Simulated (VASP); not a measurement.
PbF2, 3 atoms in the cell. The structure is trigonal, space group R3m (No. 160). The conventional cell has a = 4.200 Å, b = 4.200 Å, c = 10.288 Å, α = 90.00°, β = 90.00°, γ = 120.00°. Within 3.1 Å of Pb (site symmetry 3m) lie 8 F at 2.32 to 2.82 Å. Within 3.3 Å of F (site symmetry 3m) lie 4 Pb at 2.50 to 2.82 Å and 6 F at 2.97 Å. F (site symmetry 3m) has 4 Pb at 2.32 to 2.67 Å and 6 F at 2.97 Å within 3.1 Å.  This cell differs from its parent crystal: all Pb atoms moved -0.250 Å, as atom 1 towards its neighbour atom 2 (F) at 2.572 Å.

| Property | Result |
| --- | --- |
| Program | VASP 6.6.1 |
| Task | single point |
| Functional | PBE |
| Potentials or basis | VASP PAW PBE potentials, release 64 (Pb_d, F) |
| Cutoff | 520 eV |
| k mesh | 8 × 8 × 8 |
| Occupations | gaussian, width 0.05 eV |
| Spin | no spin polarisation |
| Dipole correction | no |
| Further INCAR settings | ALGO = Normal; EDIFF = 1e-07; NBANDS = 21 |

Potentials or basis: VASP PAW PBE potentials, release 64 (Pb_d, F).

Run with:

```console
$ cat potpaw_PBE.64/Pb_d/POTCAR potpaw_PBE.64/F/POTCAR > POTCAR
$ mpirun -np 1 vasp_std > vasp.out
```

Hardware: 1 thread of AMD EPYC 7R13, on a shared host.

Task: How long does it take, and how much memory?

Result: Wall time 2.2 min on 1 thread of AMD EPYC 7R13, on a shared host, peak memory 0.18 GiB. Counts: scf iterations 15, k points 65.
